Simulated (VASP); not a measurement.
# H6C2O in VASP: further runs

Runs on H6C2O. Level: r2SCAN. Tasks: single point, relaxation of the atoms.

Program: VASP 6.6.1. These are calculated values, not measurements. Logs are shortened: lines on timing, memory, paths and dates and some standing lists are left out, and cuts for length are marked.

## Step 1: The cell of the first run

The cell holds a disordered packing, 36 atoms: a = 7.294 Å, b = 7.294 Å, c = 7.294 Å, α = 90.00°, β = 90.00°, γ = 90.00°.

## Step 2: Single point, r2SCAN

The input, POSCAR:

```
H6C2O
1.0
    7.2936330000      0.0000000000      0.0000000000
    0.0000000000      7.2936330000      0.0000000000
    0.0000000000      0.0000000000      7.2936330000
C O H
8 4 24
Direct
    0.3503740865      0.1313200157      0.3588335196
    0.3889008400      0.2961898412      0.4675036432
    0.7621441880      0.8395130383      0.8358660218
    0.6186217486      0.9853114353      0.8767921281
    0.8467796501      0.1343500557      0.4098917508
    0.8502484290      0.2691662715      0.2465849324
    0.3060203331      0.5237444769     -0.0511542053
    0.2917613211      0.6712978292      0.1040496554
    0.2089082354      0.3846368470      0.5045359425
    0.4545197160      0.9548465079      0.7744700069
    0.9801288329      0.1960477035      0.1161698155
    0.1998729577      0.8232111487      0.0257484850
    0.2427596782      0.4815707069      0.5989196331
    0.4396025959      0.2633804032      0.6003729554
    0.4874114176      0.3843763458      0.3974973789
    0.4774163987      0.0770535068      0.3027983448
    0.2885256223      0.0245282426      0.4395203323
    0.2565113984      0.1578500042      0.2425265982
    0.3603691055      0.9022664014      0.8576247256
    0.5917901271      0.9818700776      1.0253463535
    0.6699130598      1.1247618299      0.8389783253
    0.8943142601      0.8521816220      0.9092176697
    0.7050532979      0.7085494979      0.8713353140
    0.7990942237      0.8285582782      0.6914523942
    0.9771810564      0.2618311067      0.0041680189
    0.7147192627      0.2831236504      0.1837355951
    0.9005662884      0.4024880331      0.2897047329
    0.7378353147      0.1862172116      0.4929504953
    0.8093908756     -0.0004250282      0.3681430091
    0.9698870234      0.1396560534      0.4980371236
    0.1501857853      0.8979886978      0.1180207449
    0.2238801980      0.6282328711      0.2286926145
    0.4280034381      0.7206696580      0.1381204675
    0.3810720940      0.3983200142     -0.0234176850
    0.1680506820      0.4947465824     -0.0981678129
    0.3822237834      0.5855929411     -0.1655827761
```

The input, INCAR.step1:

```
SYSTEM = H6C2O
PREC = Accurate ; ENCUT = 520
ISMEAR = -1 ; SIGMA = 0.02
LREAL = Auto ; LASPH = .True.
NELM = 100 ; NBANDS = 64
GGA = PE ; ALGO = Normal
EDIFF = 1E-4 ; LWAVE = .True.
LCHARG = .False.
```

The input, INCAR.step2:

```
SYSTEM = H6C2O
PREC = Accurate ; ENCUT = 520
EDIFF = 1E-6 ; ISMEAR = -1
SIGMA = 0.02 ; LREAL = Auto
LASPH = .True. ; NELM = 100
ALGO = Normal ; ISIF = 2
LWAVE = .False. ; LCHARG = .False.
METAGGA = R2SCAN ; LMIXTAU = .True.
NBANDS = 64 ; ISTART = 1
```

The input, KPOINTS:

```
regular mesh
0
Gamma
  1 1 1
  0 0 0
```

Potentials or basis: VASP PAW PBE potentials, release 64 (C, O, H).

On the command line:

```sh
$ cat potpaw_PBE.64/C/POTCAR potpaw_PBE.64/O/POTCAR potpaw_PBE.64/H/POTCAR > POTCAR
$ cp INCAR.step1 INCAR
$ mpirun -np 1 vasp_gam > vasp.out
$ cp INCAR.step2 INCAR
$ mpirun -np 1 vasp_gam > vasp.out
```

OUTCAR:

```text
SYSTEM = H6C2O
   PREC = Accurate
   ENCUT = 520
   EDIFF = 1E-6
   ISMEAR = -1
   LREAL = Auto
   LASPH = .True.
   NELM = 100
   ISIF = 2
   METAGGA = R2SCAN
   ISTART = 1

 ion  position               nearest neighbor table
   1  0.350  0.131  0.359-  17 1.08  16 1.09  18 1.11   2 1.47
   2  0.389  0.296  0.468-  14 1.06  15 1.09   1 1.47   9 1.49
   3  0.762  0.840  0.836-  23 1.07  24 1.09  22 1.11   4 1.52
   4  0.619  0.985  0.877-  20 1.10  21 1.12  10 1.43   3 1.52
   5  0.847  0.134  0.410-  29 1.06  28 1.07  30 1.11   6 1.54
   6  0.850  0.269  0.247-  27 1.09  26 1.09  11 1.44   5 1.54
   7  0.306  0.524  0.949-  35 1.08  34 1.09  36 1.10   8 1.57
   8  0.292  0.671  0.104-  32 1.08  33 1.09  12 1.42   7 1.57
   9  0.209  0.385  0.505-  13 1.02   2 1.49
  10  0.455  0.955  0.774-  19 0.99   4 1.43
  11  0.980  0.196  0.116-  25 0.95   6 1.44
  12  0.200  0.823  0.026-  31 0.94   8 1.42
  13  0.243  0.482  0.599-   9 1.02
  14  0.440  0.263  0.600-   2 1.06
  15  0.487  0.384  0.397-   2 1.09
  16  0.477  0.077  0.303-   1 1.09
  17  0.289  0.025  0.440-   1 1.08
  18  0.257  0.158  0.243-   1 1.11
[... 16 lines left out ...]
  35  0.168  0.495  0.902-   7 1.08
  36  0.382  0.586  0.834-   7 1.10

  LATTYP: Found a simple cubic cell.
 ALAT       =     7.2936330000

  Lattice vectors:

 A1 = (   7.2936330000,   0.0000000000,   0.0000000000)
 A2 = (   0.0000000000,   7.2936330000,   0.0000000000)
 A3 = (   0.0000000000,   0.0000000000,   7.2936330000)

Analysis of symmetry for initial positions (statically):
=====================================================================
 Subroutine PRICEL returns:
 Original cell was already a primitive cell.

 Routine SETGRP: Setting up the symmetry group for a
 simple cubic supercell.

 Subroutine GETGRP returns: Found  1 space group operations
 (whereof  1 operations were pure point group operations)
 out of a pool of 48 trial point group operations.

The static configuration has the point symmetry C_1 .

Analysis of symmetry for dynamics (positions and initial velocities):
=====================================================================
 Subroutine PRICEL returns:
 Original cell was already a primitive cell.

 Routine SETGRP: Setting up the symmetry group for a
 simple cubic supercell.

 Subroutine GETGRP returns: Found  1 space group operations
 (whereof  1 operations were pure point group operations)
 out of a pool of 48 trial point group operations.

The dynamic configuration has the point symmetry C_1 .

 Subroutine INISYM returns: Found  1 space group operations
 (whereof  1 operations are pure point group operations),
 and found     1 'primitive' translations

----------------------------------------------------------------------------------------

                                     Primitive cell

  volume of cell :     388.0000

  direct lattice vectors                    reciprocal lattice vectors
     7.293633000  0.000000000  0.000000000     0.137105884  0.000000000  0.000000000
     0.000000000  7.293633000  0.000000000     0.000000000  0.137105884  0.000000000
     0.000000000  0.000000000  7.293633000     0.000000000  0.000000000  0.137105884

  length of vectors
     7.293633000  7.293633000  7.293633000     0.137105884  0.137105884  0.137105884

  position of ions in fractional coordinates (direct lattice)
     0.350374086  0.131320016  0.358833520
     0.388900840  0.296189841  0.467503643
     0.762144188  0.839513038  0.835866022
     0.618621749  0.985311435  0.876792128
     0.846779650  0.134350056  0.409891751
     0.850248429  0.269166271  0.246584932
[... 28 lines left out ...]
     0.168050682  0.494746582  0.901832187
     0.382223783  0.585592941  0.834417224

  ion indices of the primitive-cell ions
   primitive index   ion index
                 1           1
                 2           2
                 3           3
                 4           4
                 5           5
                 6           6
[... 28 lines left out ...]
                35          35
                36          36

----------------------------------------------------------------------------------------

 KPOINTS: regular mesh

Automatic generation of k-mesh.
 Grid dimensions read from file:
 generate k-points for:    1    1    1

 Generating k-lattice:

  Cartesian coordinates                     Fractional coordinates (reciprocal lattice)
     0.137105884  0.000000000  0.000000000     1.000000000  0.000000000  0.000000000
     0.000000000  0.137105884  0.000000000     0.000000000  1.000000000  0.000000000
     0.000000000  0.000000000  0.137105884     0.000000000  0.000000000  1.000000000

  Length of vectors
     0.137105884  0.137105884  0.137105884

  Shift w.r.t. Gamma in fractional coordinates (k-lattice)
     0.000000000  0.000000000  0.000000000

 Subroutine IBZKPT returns following result:
 ===========================================

 Found      1 irreducible k-points:

 Following reciprocal coordinates:
            Coordinates               Weight
  0.000000  0.000000  0.000000      1.000000
   k-points           NKPTS =      1   k-points in BZ     NKDIM =      1   number of bands    NBANDS=     64
   number of dos      NEDOS =    301   number of ions     NIONS =     36
   total plane-waves  NPLWV = 157464
   dimension x,y,z NGX =    54 NGY =   54 NGZ =   54
   dimension x,y,z NGXF=   108 NGYF=  108 NGZF=  108
   ions per type =               8   4  24
   NGX,Y,Z   is equivalent  to a cutoff of  12.31, 12.31, 12.31 a.u.
   NGXF,Y,Z  is equivalent  to a cutoff of  24.62, 24.62, 24.62 a.u.
 SYSTEM =  H6C2O
   PREC   = accura    normal or accurate (medium, high low for compatibility)
   ISTART =      1    job   : 0-new  1-cont  2-samecut
   ICHARG =      0    charge: 1-file 2-atom 10-const
   ISPIN  =      1    spin polarized calculation?
   LNONCOLLINEAR =      F non collinear calculations
   LSORBIT =      F    spin-orbit coupling
   LASPH  =      T    aspherical Exc in radial PAW
   ENCUT  =  520.0 eV  38.22 Ry    6.18 a.u.  13.56 13.56 13.56*2*pi/ulx,y,z
   NELM   =    100;   NELMIN=  2; NELMDL=  0     # of ELM steps
   EDIFF  = 0.1E-05   stopping-criterion for ELM
   LREAL  =      T    real-space projection
   EDIFFG = 0.1E-04   stopping-criterion for IOM
   NSW    =      0    number of steps for IOM
   IBRION =     -1    ionic relax: 0-MD 1-quasi-New 2-CG
   NFREE  =      0    steps in history (QN), initial steepest desc. (CG)
   ISIF   =      2    stress and relaxation
   ISYM   =      2    0-nonsym 1-usesym 2-fastsym
   POTIM  = 0.5000    time-step for ionic-motion
   TEBEG  =    0.0;   TEEND  =   0.0 temperature during run
   PSTRESS=    0.0 pullay stress
   NELECT =      80.0000    total number of electrons
   NUPDOWN=      -1.0000    fix difference up-down
   EMIN   =  10.00;   EMAX   =-10.00  energy-range for DOS
   EFERMI =   0.00;   METHOD = LEGACY
   ISMEAR =    -1;   SIGMA  =   0.02  broadening in eV -4-tet -1-fermi 0-gaus
   EFERMI_NEDOS =   21; number of points for ismear=-14 and -15
   IALGO  =     38    algorithm
   IMIX   =      4    mixing-type and parameters
     AMIX     =   0.40;   BMIX     =  1.00
     AMIX_MAG =   1.60;   BMIX_MAG =  1.00
  volume/ion in A,a.u.               =      10.78        72.73
  Fermi-wavevector in a.u.,A,eV,Ry     =   0.967151  1.827650 12.726630  0.935381
  Thomas-Fermi vector in A             =   2.097013
   LORBIT       =      0    0 simple, 1 ext, 2 COOP (PROOUT), +10 PAW based schemes
   METAGGA = R2SCAN    functional components
   LHFCALC =     F    Hartree Fock is set to
   AEXX    =    0.0000 exact exchange contribution
   IVDW    =     0    specifies the selected vdW correction
   LEPSILON=     F    determine dielectric tensor
   LRPA    =     F    only Hartree local field effects (RPA)
 non-spin polarized calculation
  energy-cutoff  :      520.00
  volume of cell :      388.00
 maximum number of plane-waves:      5198
 NGX is ok and might be reduce to    54
   NGX = 27   NGY = 27   NGZ = 27

 number of electron      80.0000007 magnetization

 Free energy of the ion-electron system (eV)
  ---------------------------------------------------
  ext. energy  EPLUGINS =         0.00000000
  ---------------------------------------------------
  free energy    TOTEN  =      -198.65949656 eV

  energy without entropy =     -198.65949656  energy(sigma->0) =     -198.65949656

 E-fermi :  -2.6301     XC(G=0):  -6.6334

 val. band max:       -3.1735254898   @ k =   0.0000   0.0000   0.0000
 cond. band min:       2.1865013683   @ k =   0.0000   0.0000   0.0000
 fundamental gap:      5.3600268581
 Fermi energy:        -2.6301337248

 k-point     1 :       0.0000    0.0000    0.0000
  band No.  band energies     occupation
      1     -24.5710      2.00000
      2     -23.8554      2.00000
      3     -23.1533      2.00000
      4     -23.1282      2.00000
      5     -16.6603      2.00000
      6     -16.6164      2.00000
[... 44 lines left out ...]
     51       5.6679      0.00000
     52       5.8011      0.00000
 [bands above 52 left out]

------------------------ aborting loop because EDIFF is reached ----------------------------------------

  FORCE on cell =-STRESS in cart. coord.  units (eV):
  Direction    XX          YY          ZZ          XY          YZ          ZX
  --------------------------------------------------------------------------------------
  -------------------------------------------------------------------------------------
  Total        0.0094274      1.4967046      0.2539878      0.1846669     -1.2569012      0.0989855
  in kB        0.0389287      6.1803767      1.0487976      0.7625495     -5.1901509      0.4087429
  external PRESSURE =       2.4227010 kB  Pullay stress =       0.0000000 kB

 VOLUME and BASIS-vectors are now :
 -----------------------------------------------------------------------------
  energy-cutoff  :      520.00
  volume of cell :      388.00
      direct lattice vectors                 reciprocal lattice vectors
     7.293633000  0.000000000  0.000000000     0.137105884  0.000000000  0.000000000
     0.000000000  7.293633000  0.000000000     0.000000000  0.137105884  0.000000000
     0.000000000  0.000000000  7.293633000     0.000000000  0.000000000  0.137105884

 POSITION                                       TOTAL-FORCE (eV/Angst)
 -----------------------------------------------------------------------------------
      2.55550      0.95780      2.61720        -0.160581     -0.814671     -1.377081
      2.83650      2.16030      3.40980        -1.466354      0.745073      0.260013
      5.55880      6.12310      6.09650         0.741262      0.123067     -0.115211
      4.51200      7.18650      6.39500         0.478261      0.274834     -0.186363
      6.17610      0.97990      2.98960         0.316836      1.862734     -0.141696
      6.20140      1.96320      1.79850         0.974177     -1.070978      0.280928
[... 28 lines left out ...]
      1.22570      3.60850      6.57763        -0.215566     -0.263625     -0.089641
      2.78780      4.27110      6.08593        -0.184923      0.192717      0.066455
 -----------------------------------------------------------------------------------
    total drift:                               -0.014538      0.029293      0.015146

  FREE ENERGIE OF THE ION-ELECTRON SYSTEM (eV)
  ---------------------------------------------------
  free  energy   TOTEN  =      -198.6594965582 eV

  energy  without entropy=     -198.6594965582  energy(sigma->0) =     -198.65949656
```

Wall time 2 min (1 thread of Intel Xeon 6975P-C (Granite Rapids), shared host); peak memory 0.41 GiB.

Results:

```
Free energy            : -198.6595 eV
Pressure               : 0.2 GPa
Largest force          : 2.643 eV/Å
Band gap on the k mesh : 5.36 eV
```

Forces in eV/Å, atoms in the order of the input:
```
C   -0.161 -0.815 -1.377
C   -1.466  0.745  0.260
C    0.741  0.123 -0.115
C    0.478  0.275 -0.186
C    0.317  1.863 -0.142
C    0.974 -1.071  0.281
C    0.093  1.117  0.349
C    0.891 -0.788 -0.941
O    1.712  1.672  1.122
O   -0.424 -0.319  0.505
O   -0.101 -0.715  0.563
O   -0.082 -0.488 -1.427
H   -0.870 -1.359 -1.416
H    0.730 -0.439  0.776
H   -0.189  0.542 -0.114
H    0.107 -0.148 -0.057
H   -0.185 -0.381  0.472
H    0.378  0.245  0.371
H    0.444  0.521 -0.427
H   -0.095  0.256 -0.155
H   -0.141 -0.501  0.254
H   -0.609  0.276 -0.003
H   -0.279 -0.756  0.284
H   -0.216  0.284 -0.227
H   -0.105  0.536 -0.702
H   -0.072 -0.103 -0.016
H   -0.103  0.328  0.276
H   -0.687  0.022  0.767
H   -0.017 -0.919 -0.346
H   -0.238 -0.099 -0.707
H   -0.592  1.115  0.986
H   -0.219 -0.520  0.159
H    0.536 -0.274  0.344
H   -0.151 -0.152  0.613
H   -0.216 -0.264 -0.090
H   -0.185  0.193  0.066
```

Caveat: the k points lie up to 0.86 Å⁻¹ apart; the PAW data sets were made with another functional, which shifts forces and pressure a little.

(Continued in part 2 of 3.)
